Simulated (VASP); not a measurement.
# AlRu: equation of state with r2SCAN

The system is AlRu.

```
Ru Al
1.0
     2.99160    0.00000    0.00000
     0.00000    2.99160    0.00000
     0.00000    0.00000    2.99160
Ru Al
1 1
Direct
  0.50000 0.50000 0.50000
  0.00000 0.00000 0.00000
```

```json
{"Program": "VASP 6.6.1", "Task": "equation of state", "Functional": "r2SCAN", "Potentials or basis": "VASP PAW PBE potentials, release 64 (Ru_pv, Al)", "Cutoff": "620 eV", "k mesh": "17 × 17 × 17", "Occupations": "gaussian, width 0.04 eV", "Spin": "no spin polarisation"}
```

```yaml
Equilibrium_volume: 13.27 Å³/atom
Bulk_modulus: 222 GPa
Pressure_derivative_of_the_bulk_modulus: 4.4
```

Energy against volume, from the lowest point:
| volume (Å³/atom) | energy (meV/atom) |
| --- | --- |
| 12.182 | 71.86 |
| 12.584 | 26.67 |
| 12.985 | 3.83 |
| 13.387 | 0.00 |
| 13.789 | 12.33 |
| 14.190 | 38.40 |
| 14.592 | 76.12 |

It took 9.1 min on 2 MPI ranks on AMD EPYC 9R45 96-Core Processor (Zen 5) (shared host), peak memory 0.2 GiB a rank.

Caveat: the PAW data sets were made with another functional, which shifts forces and pressure a little.
